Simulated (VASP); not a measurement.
Wanted: the native input for a VASP 6.6.1 run.

| Item | Value |
| --- | --- |
| Task | relaxation of volume and atoms at fixed shape |
| Functional | PBE |
| Potentials or basis | VASP PAW PBE potentials, release 64 (Sn_d, Te) |
| Cutoff | 500 eV |
| k mesh | 5 × 5 × 5 |
| Occupations | gaussian, width 0.01 eV |
| Spin | no spin polarisation |
| Dipole correction | no |
| Further INCAR settings | ALGO = Normal; EDIFF = 1e-07; IBRION = 2; EDIFFG = -0.01; NSW = 80; ISIF = 8 |

The structure of SnTe lies in POSCAR:

```
SnTe
1.0
    0.0000000000      3.1508500000      3.1508500000
    3.1508500000      0.0000000000      3.1508500000
    3.1508500000      3.1508500000      0.0000000000
Sn Te
1 1
Direct
    0.0000000000      0.0000000000      0.0000000000
    0.5000000000      0.5000000000      0.5000000000
```

These files were run (other wordings do the same):

INCAR

```
PREC     = Accurate       # precision mode
ENCUT    = 500            # plane-wave cutoff, eV
EDIFF    = 1E-7           # SCF threshold, eV
ISMEAR   = 0              # smearing method
SIGMA    = 0.01           # smearing width, eV
LREAL    = F              # projectors in reciprocal space
LASPH    = T              # aspherical terms in the spheres
NELM     = 120            # most SCF steps
ALGO     = Normal         # electronic algorithm
ISIF     = 8              # what is computed and relaxed
LWAVE    = F              # write WAVECAR
LCHARG   = F              # write CHGCAR
GGA      = PE             # functional
IBRION   = 2              # ionic algorithm
NSW      = 80             # ionic steps
EDIFFG   = -0.01          # ionic threshold
GGA_COMPAT= F            
NELMIN   = 4
```

KPOINTS

```
regular mesh
0
Gamma
  5 5 5
```

Potentials or basis: VASP PAW PBE potentials, release 64 (Sn_d, Te).

Launch:

```bash
$ cat potpaw_PBE.64/Sn_d/POTCAR potpaw_PBE.64/Te/POTCAR > POTCAR
$ mpirun -np 1 vasp_std > vasp.out
```

It gave:

```
Relaxed volume                        : 32.88 Å³/atom
Relaxed cell                          : a = 4.531 Å, b = 4.531 Å, c = 4.531 Å, α = 60.00°, β = 60.00°, γ = 60.00°
Space group after relaxing (to 0.1 Å) : Fm-3m (No. 225)
Energy gained by relaxing             : 10.6 meV/atom
Ionic steps                           : 3
Pressure after relaxing               : 0.0 GPa
```

It took 16 s on 1 thread of Intel(R) Xeon(R) Platinum 8559C (Emerald Rapids), on a shared host, peak memory 0.18 GiB.
